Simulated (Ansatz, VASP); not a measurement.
# Two plane-wave programs on BiTe

INCAR

```
PREC     = Accurate       # precision mode
ENCUT    = 520            # plane-wave cutoff, eV
EDIFF    = 1E-7           # SCF threshold, eV
ISMEAR   = 0              # smearing method
SIGMA    = 0.15           # smearing width, eV
LREAL    = False          # projectors in reciprocal space
LASPH    = True           # aspherical terms in the spheres
NELM     = 100            # most SCF steps
ALGO     = Normal         # electronic algorithm
ISIF     = 2              # what is computed and relaxed
LWAVE    = False          # write WAVECAR
LCHARG   = False          # write CHGCAR
GGA      = PE             # functional
NBANDS   = 18             # bands
```

File KPOINTS:

```
Automatic mesh
0
Gamma
  12 12 12
```

POSCAR

```
BiTe
1.0
    2.4953890060      1.4407135143      3.3670513338
   -2.4953890060      1.4407135143      3.3670513338
    0.0000000000     -2.8814270287      3.3670513338
Bi Te
1 1
Direct
    0.5000000000      0.5000000000      0.5000000000
    0.0000000000      0.0000000000      0.0000000000
```

Input for Ansatz:

```yaml
crystal:
  lattice:
    - [2.495389006, 1.4407135143, 3.3670513338]
    - [-2.495389006, 1.4407135143, 3.3670513338]
    - [0.0, -2.8814270287, 3.3670513338]
  atoms:
    - { symbol: Bi, position: [0.5, 0.5, 0.5] }
    - { symbol: Te, position: [0.0, 0.0, 0.0] }
basis:
  ecutwfc: 420
kpoints:
  mp_grid: { grid: [12, 12, 12] }
hamiltonian:
  xc: pbe
scf:
  occupations: { method: gaussian, width: 0.15 }
output:
  forces: true
  stress: true
  eigenvalues: true
```

Change from the starting cell: strain +0.030 along x and y, +0.015 along z, atoms carried along.

Alike in both runs: task single point; functional PBE; k mesh 12 × 12 × 12; occupations gaussian, width 0.15 eV; no spin polarisation.

|  | VASP | Ansatz |
| --- | --- | --- |
| version | VASP 6.6.1 | Ansatz 0.2.0 |
| potentials or method | VASP PAW PBE potentials, release 64 (Bi_d, Te), cutoff 520 eV | scalar-relativistic, plane waves, PAW |
| valence electrons in the cell | 21 | 31 |

```csv
,VASP,Ansatz,Ansatz less VASP
gap on the k mesh at the Fermi level (eV),none,none,-
pressure (GPa),-3.2,-3.1,+0.06
"traceless stress, the component that is largest in VASP (GPa)",0.85,0.85,0.000
```

A gap of «none» marks a metal or a gap that the smearing closes. With one functional, cell and mesh, what is left measures potentials, basis and numerics. VASP's potentials hold 21 valence electrons a cell and Ansatz's 31, so a difference there can come from the potentials and not from the codes.

Neither program's run includes spin-orbit coupling.
